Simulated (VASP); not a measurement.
# Sr (P6/mmm) in VASP: further runs

The runs below take Sr through single point, with PBEsol.

All numbers are computed with VASP 6.6.1; they aren't measurements. Logs are shortened: lines on timing, memory, paths and dates and some standing lists are left out, and cuts for length are marked.

### Step 1. The cell of the first run

Symmetry: P6/mmm, No. 191, hexagonal system. Conventional cell: a = 3.034 Å, b = 3.034 Å, c = 2.714 Å, α = 90.00°, β = 90.00°, γ = 120.00°. Within 3.6 Å of Sr (site symmetry 6/mmm) lie 8 Sr at 2.71 to 3.03 Å.

### Step 2. Single point, PBEsol

INCAR reads:

```
PREC = Accurate ; ENCUT = 520
EDIFF = 1E-6 ; ISMEAR = -1
SIGMA = 0.08 ; LREAL = False
LASPH = True ; NELM = 80
ALGO = Normal ; ISIF = 2
LWAVE = False ; LCHARG = True
GGA = PS ; LELF = True
LVHAR = True ; NBANDS = 11
```

KPOINTS reads:

```
regular mesh
0
Gamma
  15 15 14
```

POSCAR reads:

```
Sr
1.0
    3.0335302577      0.0000000000      0.0000000000
   -1.5167651288      2.6271142663      0.0000000000
    0.0000000000      0.0000000000      2.7136195965
Sr
1
Direct
    0.0000000000      0.0000000000      0.0000000000
```

Potentials or basis: VASP PAW PBE potentials, release 64 (Sr_sv).

Launch:

```console
$ cat potpaw_PBE.64/Sr_sv/POTCAR > POTCAR
$ mpirun -np 1 vasp_std > vasp.out
```

OUTCAR:

```text
PREC = Accurate
   ENCUT = 520
   EDIFF = 1E-6
   ISMEAR = -1
   LREAL = False
   LASPH = True
   NELM = 80
   ISIF = 2
   GGA = PS

 ion  position               nearest neighbor table
   1  0.000  0.000  0.000-

  LATTYP: Found a hexagonal cell.
 ALAT       =     3.0335302577
 C/A-ratio  =     0.8945417932

  Lattice vectors:

 A1 = (   3.0335302577,   0.0000000000,   0.0000000000)
 A2 = (  -1.5167651288,   2.6271142663,   0.0000000000)
 A3 = (   0.0000000000,   0.0000000000,   2.7136195965)

Analysis of symmetry for initial positions (statically):
=====================================================================
 Subroutine PRICEL returns:
 Original cell was already a primitive cell.

 Routine SETGRP: Setting up the symmetry group for a
 hexagonal supercell.

 Subroutine GETGRP returns: Found 24 space group operations
 (whereof 24 operations were pure point group operations)
 out of a pool of 24 trial point group operations.

The static configuration has the point symmetry D_6h.

Analysis of symmetry for dynamics (positions and initial velocities):
=====================================================================
 Subroutine PRICEL returns:
 Original cell was already a primitive cell.

 Routine SETGRP: Setting up the symmetry group for a
 hexagonal supercell.

 Subroutine GETGRP returns: Found 24 space group operations
 (whereof 24 operations were pure point group operations)
 out of a pool of 24 trial point group operations.

The dynamic configuration has the point symmetry D_6h.

 Subroutine INISYM returns: Found 24 space group operations
 (whereof 24 operations are pure point group operations),
 and found     1 'primitive' translations

----------------------------------------------------------------------------------------

                                     Primitive cell

  volume of cell :      21.6260

  direct lattice vectors                    reciprocal lattice vectors
     3.033530258  0.000000000  0.000000000     0.329648929  0.190322898  0.000000000
    -1.516765129  2.627114266  0.000000000     0.000000000  0.380645796  0.000000000
     0.000000000  0.000000000  2.713619597     0.000000000  0.000000000  0.368511490

  length of vectors
[... 81 lines left out ...]
   LREAL  =      F    real-space projection
   EDIFFG = 0.1E-04   stopping-criterion for IOM
   NSW    =      0    number of steps for IOM
   IBRION =     -1    ionic relax: 0-MD 1-quasi-New 2-CG
   NFREE  =      0    steps in history (QN), initial steepest desc. (CG)
   ISIF   =      2    stress and relaxation
   ISYM   =      2    0-nonsym 1-usesym 2-fastsym
   POTIM  = 0.5000    time-step for ionic-motion
   TEBEG  =    0.0;   TEEND  =   0.0 temperature during run
   PSTRESS=    0.0 pullay stress
   NELECT =      10.0000    total number of electrons
   NUPDOWN=      -1.0000    fix difference up-down
   EMIN   =  10.00;   EMAX   =-10.00  energy-range for DOS
   EFERMI =   0.00;   METHOD = LEGACY
   ISMEAR =    -1;   SIGMA  =   0.08  broadening in eV -4-tet -1-fermi 0-gaus
   EFERMI_NEDOS =   21; number of points for ismear=-14 and -15
   IALGO  =     38    algorithm
   IMIX   =      4    mixing-type and parameters
     AMIX     =   0.40;   BMIX     =  1.00
     AMIX_MAG =   1.60;   BMIX_MAG =  1.00
  volume/ion in A,a.u.               =      21.63       145.94
  Fermi-wavevector in a.u.,A,eV,Ry     =   1.265949  2.392296 21.805049  1.602626
  Thomas-Fermi vector in A             =   2.399175
   LORBIT       =      0    0 simple, 1 ext, 2 COOP (PROOUT), +10 PAW based schemes
   GGA     = PS    functional components
   LHFCALC =     F    Hartree Fock is set to
   AEXX    =    0.0000 exact exchange contribution
   IVDW    =     0    specifies the selected vdW correction
   LEPSILON=     F    determine dielectric tensor
   LRPA    =     F    only Hartree local field effects (RPA)
 non-spin polarized calculation
  energy-cutoff  :      520.00
  volume of cell :       21.63
 maximum number of plane-waves:       594
 NGX is ok and might be reduce to    24
   NGX = 11   NGY = 11   NGZ = 11

 number of electron      10.0000000 magnetization

 Free energy of the ion-electron system (eV)
  ---------------------------------------------------
  ext. energy  EPLUGINS =         0.00000000
  ---------------------------------------------------
  free energy    TOTEN  =         0.22030715 eV

  energy without entropy =        0.23901477  energy(sigma->0) =        0.22966096

 E-fermi :   5.9956     XC(G=0): -11.0288

 val. band max:        5.9881290455   @ k =   0.2000   0.2000   0.1429
 cond. band min:       5.9964396275   @ k =   0.4667   0.0667   0.2143
 fundamental gap:      0.0083105820
 Fermi energy:         5.9956253611

 k-point     1 :       0.0000    0.0000    0.0000
  band No.  band energies     occupation
      1     -30.4079      2.00000
      2     -10.7757      2.00000
      3     -10.7757      2.00000
      4     -10.1975      2.00000
      5       2.2652      2.00000
      6       5.7060      1.94787
      7       8.9388      0.00000
      8       8.9388      0.00000
      9      16.3575      0.00000
     10      16.9502      0.00000
     11      16.9502      0.00000
[... 309 lines left out ...]
 k-point    24 :       0.4000    0.2000    0.0000
  band No.  band energies     occupation
      1     -29.8093      2.00000
      2     -13.4594      2.00000
      3     -12.2099      2.00000
      4      -9.8144      2.00000
      5       5.6706      1.96620
      6       7.3659      0.00000
      7       8.7170      0.00000
      8      12.5470      0.00000
      9      14.4750      0.00000
     10      16.3975      0.00000
     11      16.8486      0.00000

 [... further k-points ...]

------------------------ aborting loop because EDIFF is reached ----------------------------------------

  FORCE on cell =-STRESS in cart. coord.  units (eV):
  Direction    XX          YY          ZZ          XY          YZ          ZX
  --------------------------------------------------------------------------------------
  -------------------------------------------------------------------------------------
  Total        4.9634917      4.9634917      5.0841362      0.0000000     -0.0000000     -0.0000000
  in kB      367.7237015    367.7237015    376.6617293      0.0000000     -0.0000000     -0.0000000
  external PRESSURE =     370.7030441 kB  Pullay stress =       0.0000000 kB

 VOLUME and BASIS-vectors are now :
 -----------------------------------------------------------------------------
  energy-cutoff  :      520.00
  volume of cell :       21.63
      direct lattice vectors                 reciprocal lattice vectors
     3.033530258  0.000000000  0.000000000     0.329648929  0.190322898  0.000000000
    -1.516765129  2.627114266  0.000000000     0.000000000  0.380645796  0.000000000
     0.000000000  0.000000000  2.713619597     0.000000000  0.000000000  0.368511490

 POSITION                                       TOTAL-FORCE (eV/Angst)
 -----------------------------------------------------------------------------------
      0.00000      0.00000      0.00000         0.000000      0.000000      0.000000
 -----------------------------------------------------------------------------------
    total drift:                                0.000000      0.000000      0.000000

  FREE ENERGIE OF THE ION-ELECTRON SYSTEM (eV)
  ---------------------------------------------------
  free  energy   TOTEN  =         0.2203071504 eV

  energy  without entropy=        0.2390147663  energy(sigma->0) =        0.22966096
```

stdout:

```text
POSCAR found type information on POSCAR Sr
 POSCAR found :  1 types and       1 ions
 scaLAPACK will be used
 -----------------------------------------------------------------------------
|                                                                             |
|                                                                             |
|     You enforced a specific xc type in the INCAR file but a different       |
|     I HOPE YOU KNOW WHAT YOU ARE DOING!                                     |
|                                                                             |
 -----------------------------------------------------------------------------

 LDA part: xc-table for (Slater+PW92), standard interpolation
 POSCAR, INCAR and KPOINTS ok, starting setup
 FFT: planning ... GRIDC
 FFT: planning ... GRID_SOFT
 FFT: planning ... GRID
 WAVECAR not read
 entering main loop
```

It took 22 s on 1 thread of Intel Xeon Platinum 8488C (Sapphire Rapids), shared host; peak memory 0.17 GiB.

Results:

```
Free energy            : 0.2203 eV
Pressure               : 37.1 GPa
Band gap on the k mesh : zero (band 5 reaches 7.45 eV, above the bottom of band 6 at 4.44 eV)
```

Stress tensor (GPa, compression positive):
```
36.77  0.00  0.00
 0.00 36.77  0.00
 0.00  0.00 37.67
```

Levels at points of the mesh, in eV from the Fermi level:
```csv
k point,band 1,band 2,band 3,band 4,band 5,band 6,band 7,band 8,band 9,band 10
"(0.00, 0.00, 0.00)",-36.40,-16.77,-16.77,-16.19,-3.73,-0.29,2.94,2.94,10.36,10.95
"(0.00, 0.00, 0.50)",-35.65,-20.39,-16.29,-16.29,0.01,2.56,4.59,4.59,4.99,4.99
```

Caveat: the PAW data sets were made with another functional, which shifts forces and pressure a little.

### Step 3. Single point, PBEsol

INCAR reads:

```
SYSTEM = Sr
PREC = Accurate
ENCUT = 520
EDIFF = 1E-6
ISMEAR = -1
SIGMA = 0.08
LREAL = .False.
LASPH = .True.
NELM = 100
ALGO = Normal
ISIF = 2
LWAVE = .False.
LCHARG = .True.
GGA = PS
LELF = .True.
LVHAR = .True.
NBANDS = 11
```

KPOINTS reads:

```
regular mesh
0
Gamma
  15 15 14
  0 0 0
```

POSCAR reads:

```
Sr
1.0
    3.0334443681      0.0000000000      0.0000000000
   -1.5167221840      2.6270398837      0.0000000000
    0.0000000000      0.0000000000      2.7141395782
Sr
1
Direct
    0.0000000000      0.0000000000      0.0000000000
```

Potentials or basis: VASP PAW PBE potentials, release 64 (Sr_sv).

Launch:

```console
$ cat potpaw_PBE.64/Sr_sv/POTCAR > POTCAR
$ mpirun -np 1 vasp_std > vasp.out
```

Wall time 23 s (1 thread of Intel Xeon Platinum 8488C (Sapphire Rapids), shared host); peak memory 0.17 GiB.

It converged, with:

```
Free energy            : 0.2196 eV
Pressure               : 37.1 GPa
Band gap on the k mesh : zero (band 5 reaches 7.45 eV, above the bottom of band 6 at 4.44 eV)
```

Stress tensor (GPa, compression positive):
```
36.77  0.00  0.00
 0.00 36.77  0.00
 0.00  0.00 37.63
```

Levels at points of the mesh, in eV from the Fermi level:
```
           k point  band 1  band 2  band 3  band 4  band 5  band 6  band 7  band 8  band 9  band 10
(0.00, 0.00, 0.00)  -36.40  -16.77  -16.77  -16.20   -3.73   -0.29    2.94    2.94   10.36    10.95
(0.00, 0.00, 0.50)  -35.65  -20.38  -16.29  -16.29    0.01    2.56    4.59    4.59    4.99     4.99
```

Caveat: the PAW data sets were made with another functional, which shifts forces and pressure a little.
